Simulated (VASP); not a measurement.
The system is PbSe (Clausthalite).

```
Pb Se
1.0
     0.00000    3.06065    3.06065
     3.06065    0.00000    3.06065
     3.06065    3.06065    0.00000
Pb Se
1 1
Direct
  0.00000 0.00000 0.00000
  0.50000 0.50000 0.50000
```

```yaml
Program: VASP 6.6.1
Task: relaxation of cell and atoms
Functional: revPBE
Potentials_or_basis: VASP PAW PBE potentials, release 64 (Pb_d, Se)
Cutoff: 600 eV
k_mesh: 8 × 8 × 8
Occupations: fermi-dirac, width 0.05 eV
Spin: no spin polarisation
```

At the start: pressure 3.7 GPa; volume 28.67 Å³/atom.

Q: How do energy, volume and symmetry change on relaxing?

A: Over 3 steps the energy falls by 23.9 meV/atom and the volume is 30.86 Å³/atom (+7.6 %); space group Fm-3m (No. 225, to 0.05 Å).

The path:
```csv
step,energy change (eV),largest force (eV/Å),pressure (GPa),volume (Å³)
1,0.0000,0.0000,3.73,57.34
2,-0.0440,0.0000,-0.88,63.06
3,-0.0477,0.0000,0.01,61.71
```

Final structure:
```
Pb Se
1.0
     0.00000    3.13649    3.13649
     3.13649    0.00000    3.13649
     3.13649    3.13649    0.00000
Pb Se
1 1
Direct
  0.00000 0.00000 0.00000
  0.50000 0.50000 0.50000
```

The cell as given is a measured one (28.67 Å³/atom); revPBE puts the equilibrium volume +7.6 % from it, thermal expansion not counted.

Caveat: the PAW data sets were made with another functional, which shifts forces and pressure a little.
